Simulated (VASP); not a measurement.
Crystal: CuO.

```
Cu O
1.0
     2.35736   -1.72263    0.00000
     2.35736    1.72263    0.00000
    -0.85566    0.00000    5.09137
Cu O
2 2
Direct
  0.50000 0.00000 0.50000
  0.00000 0.50000 0.00000
  0.41840 0.58160 0.75000
  0.58160 0.41840 0.25000
```

Program: VASP 6.6.1. Alike in all runs: task single point; no spin polarisation; cell as given; k mesh 10 × 10 × 5; cutoff (eV) 520; smearing fermi-dirac 0.05 eV.

Problem. Order these runs on this cell by their pressure, lowest first.
A. level LDA; potentials or basis VASP PAW LDA potentials, release 64 (Cu, O)
B. level revPBE; potentials or basis VASP PAW PBE potentials, release 64 (Cu, O)
C. level PBEsol+D4; potentials or basis VASP PAW PBE potentials, release 64 (Cu, O)
D. level RPBE+D4; potentials or basis VASP PAW PBE potentials, release 64 (Cu, O)

Solution. A (-11.9 GPa), C (-7.8 GPa), D (-0.8 GPa), B (6.8 GPa).

Caveats: the PAW data sets were made with another functional, which shifts forces and pressure a little (at least some runs); the cell stands under tension (at least some runs); the cell stands under pressure (at least some runs).
